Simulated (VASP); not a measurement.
## RbNa3Te2: relaxation of cell and atoms with PBE

RbNa3Te2:

```
Rb Na Te
1.0
     3.39666    1.96106    8.02685
    -3.39666    1.96106    8.02685
     0.00000   -3.92213    8.02685
Rb Na Te
1 3 2
Direct
  0.00000 0.00000 0.00000
  0.00000 0.00000 0.50000
  0.50000 0.00000 0.00000
  0.00000 0.50000 0.00000
  0.74354 0.74354 0.74354
  0.25646 0.25646 0.25646
```

The cell was generated, and may not be a known phase.

```
Program                : VASP 6.6.1
Task                   : relaxation of cell and atoms
Functional             : PBE
Potentials or basis    : VASP PAW PBE potentials, release 64 (Rb_sv, Na_pv, Te)
Cutoff                 : 600 eV
k mesh                 : 6 × 6 × 6
Occupations            : gaussian, width 0.02 eV
Spin                   : no spin polarisation
Dipole correction      : no
Further INCAR settings : ALGO = Normal; EDIFF = 1e-06; IBRION = 2; EDIFFG = -0.01; NSW = 100; ISIF = 3
```

The relaxed volume is 54.35 Å³/atom. The relaxed cell is a = 9.146 Å, b = 9.146 Å, c = 9.146 Å, α = 43.28°, β = 43.28°, γ = 43.28° and the space group after relaxing (to 0.1 Å) is R-3m (No. 166). The energy gained by relaxing is 1.4 meV/atom, the ionic steps are 10 and the pressure after relaxing is 0.0 GPa. The largest force after relaxing is 0.006 eV/Å. The band gap on the k mesh is 1.40 eV.

Forces on the atoms (eV/Å):
```
Rb   0.000  0.000  0.000
Na   0.000  0.000  0.000
Na   0.000  0.000  0.000
Na   0.000  0.000  0.000
Te   0.000  0.000  0.006
Te   0.000  0.000 -0.006
```

Step by step:
```csv
step,energy change (eV),largest force (eV/Å),pressure (GPa),volume (Å³)
1,0.0000,0.0232,0.10,320.80
2,-0.0019,0.0230,0.03,322.32
3,-0.0026,0.0756,-0.04,324.07
4,-0.0037,0.0703,-0.04,323.92
5,-0.0061,0.0547,-0.01,323.47
6,-0.0068,0.0216,0.04,322.46
7,-0.0072,0.0342,0.02,322.87
8,-0.0077,0.0164,0.03,323.66
9,-0.0080,0.0065,0.05,324.66
10,-0.0083,0.0058,0.02,326.11
```

Final structure:
```
Rb Na Te
1.0
     3.37281    1.94729    8.27538
    -3.37281    1.94729    8.27538
     0.00000   -3.89458    8.27538
Rb Na Te
1 3 2
Direct
  0.00000 0.00000 0.00000
  0.00000 0.00000 0.50000
  0.50000 0.00000 0.00000
  0.00000 0.50000 0.00000
  0.74533 0.74533 0.74533
  0.25467 0.25467 0.25467
```

Levels at points of the mesh, in eV from the valence-band top:
| k point | band 18 | band 19 | band 20 | band 21 | band 22 | band 23 | band 24 | band 25 |
| --- | --- | --- | --- | --- | --- | --- | --- | --- |
| (0.00, 0.00, 0.00) | -0.32 | -0.13 | 0.00 | 0.00 | 1.40 | 2.77 | 4.21 | 4.21 |
| (0.50, 0.00, 0.00) | -0.42 | -0.36 | -0.33 | -0.14 | 2.72 | 3.14 | 3.31 | 4.56 |
| (0.50, 0.50, 0.00) | -0.42 | -0.12 | -0.05 | -0.03 | 2.65 | 2.74 | 3.03 | 4.54 |
| (0.50, 0.50, 0.50) | -0.19 | -0.19 | -0.14 | -0.14 | 2.21 | 2.41 | 4.13 | 4.13 |

It took 30 min on 1 thread of Intel(R) Xeon(R) 6975P-C (Granite Rapids) (shared host), peak memory 1.1 GiB.

Caveat: spin-orbit coupling is left out, which moves the levels of the heavy elements. A k mesh can miss the band edges.
